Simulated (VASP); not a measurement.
Input of a VASP 6.6.1 run:

Contents of INCAR:

```
SYSTEM = Os4C
PREC     = Accurate       ! precision mode
ENCUT    = 520            ! plane-wave cutoff, eV
EDIFF    = 1E-6           ! SCF threshold, eV
ISMEAR   = 0              ! smearing method
SIGMA    = 0.1            ! smearing width, eV
LREAL    = .False.        ! projectors in reciprocal space
LASPH    = .True.         ! aspherical terms in the spheres
NELM     = 60             ! most SCF steps
ALGO     = Normal         ! electronic algorithm
ISIF     = 2              ! what is computed and relaxed
LWAVE    = .False.        ! write WAVECAR
LCHARG   = .True.         ! write CHGCAR
LDIPOL   = .True.       
IDIPOL   = 3            
DIPOL    = 0.5 0.5 0.374
LELF     = .True.         ! ELF
LVHAR    = .True.       
LVACPOTAV= .True.       
NBANDS   = 26             ! bands
```

KPOINTS

```
Automatic mesh
0
Gamma
  12 12 1
  0 0 0
```

The input POSCAR:

```
Os4C
1.0
    2.7145740629      0.0000000000      0.0000000000
   -1.3572870314      2.3508900989      0.0000000000
    0.0000000000      0.0000000000     21.8661488866
Os C
4 1
Direct
    0.6666666667      0.3333333333      0.1829311609
    0.3333333333      0.6666666667      0.2811020214
    0.6666666667      0.3333333333      0.3787246389
    0.3333333333      0.6666666667      0.4740729124
    0.3333333333      0.6666666667      0.5554737285
```

Potentials or basis: VASP PAW LDA potentials, release 64 (Os, C).

Run with:

```console
$ cat potpaw_LDA.64/Os/POTCAR potpaw_LDA.64/C/POTCAR > POTCAR
$ mpirun -np 1 vasp_std > vasp.out
```

**Question.** Predict the band gap on the k mesh.

**Answer.** Zero (bands 18 and 19 overlap by 2.58 eV).

**Question.** Predict the largest force.

**Answer.** 2.636 eV/Å.

Forces on the atoms (eV/Å):
```
Os   0.000  0.000  1.140
Os   0.000  0.000 -1.036
Os   0.000  0.000 -2.636
Os   0.000  0.000  2.179
C    0.000  0.000  0.353
```

Caveat: spin-orbit coupling is left out, which moves the levels of the heavy elements.
